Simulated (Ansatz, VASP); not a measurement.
One calculation of Ni, two programs

The input INCAR:

```
PREC = Accurate
ENCUT = 520
EDIFF = 1E-6
ISMEAR = -1
SIGMA = 0.1
LREAL = F
LASPH = T
NELM = 80
ALGO = Normal
ISIF = 2
LWAVE = F
LCHARG = F
GGA = PE
NBANDS = 11
```

Contents of KPOINTS:

```
regular mesh
0
Gamma
  15 15 15
```

POSCAR

```
Ni
1.0
    2.2294697021      0.0000000000      0.0000000000
    0.0000000000      2.2294697021      0.0000000000
    0.0000000000      0.0000000000      2.2294697021
Ni
1
Direct
    0.0000000000      0.0000000000      0.0000000000
```

Input for Ansatz:

```yaml
crystal:
  lattice:
    - [2.2294697021, 0.0, 0.0]
    - [0.0, 2.2294697021, 0.0]
    - [0.0, 0.0, 2.2294697021]
  atoms:
    - { symbol: Ni, position: [0.0, 0.0, 0.0] }
hamiltonian:
  xc: pbe
  pseudopotentials:
    kind: paw
    azcp:
      Ni: "pseudopotentials/Ni.paw.azcp"
basis:
  ecutwfc: 420
  fft_grid_basis: typed
kpoints:
  mp_grid: { grid: [15, 15, 15], shift: [0, 0, 0] }
magnetization:
  spin_polarized: false
scf:
  occupations: { method: fermi_dirac, width: 0.1 }
  lower_state_search: "off"
output:
  stress: true
  write_density: true
  write_potential: true
  elf: true
  volumetric_format: npy
```

Alike in both runs: task single point; functional PBE; k mesh 15 × 15 × 15; occupations fermi-dirac, width 0.1 eV; no spin polarisation.

|  | VASP | Ansatz |
| --- | --- | --- |
| version | VASP 6.6.1 | Ansatz 0.2.0 |
| potentials or method | VASP PAW PBE potentials, release 64 (Ni), cutoff 520 eV | plane waves (420 eV) with PAW, scalar-relativistic |
| valence electrons in the cell | 10 | 18 |

VASP gave:

- pressure (GPa): 24.8

Problem. Which values does Ansatz return?

Solution. Pressure (GPa): 25.2.

With one functional, cell and mesh, what is left measures potentials, basis and numerics. VASP's potentials hold 10 valence electrons a cell and Ansatz's 18, so a difference there can come from the potentials and not from the codes.
